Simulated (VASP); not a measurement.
A run of VASP 6.6.1:

File INCAR:

```
PREC = Accurate ; ENCUT = 520
EDIFF = 1E-6 ; ISMEAR = 0
SIGMA = 0.01 ; LREAL = False
LASPH = True ; NELM = 100
ALGO = Normal ; ISIF = 2
LWAVE = False ; LCHARG = False
GGA = PS ; NBANDS = 16
```

Contents of KPOINTS:

```
Automatic mesh
0
Gamma
  10 10 10
```

File POSCAR:

```
ZnS
1.0
    0.0000000000      2.6287753368      2.6287753368
    2.6287753368      0.0000000000      2.6287753368
    2.6287753368      2.6287753368      0.0000000000
Zn S
1 1
Direct
    0.2500000000      0.2500000000      0.2500000000
    0.0000000000      0.0000000000      0.0000000000
```

Potentials or basis: VASP PAW PBE potentials, release 64 (Zn, S).

Run with:

```console
$ cat potpaw_PBE.64/Zn/POTCAR potpaw_PBE.64/S/POTCAR > POTCAR
$ mpirun -np 1 vasp_std > vasp.out
```

Hardware: 1 thread of Intel Xeon 8259CL (shared host).

Estimate the wall time of this run.

Wall time 36 s on 1 thread of Intel Xeon 8259CL (shared host), peak memory 0.16 GiB. Counts: scf iterations 12, k points 47.
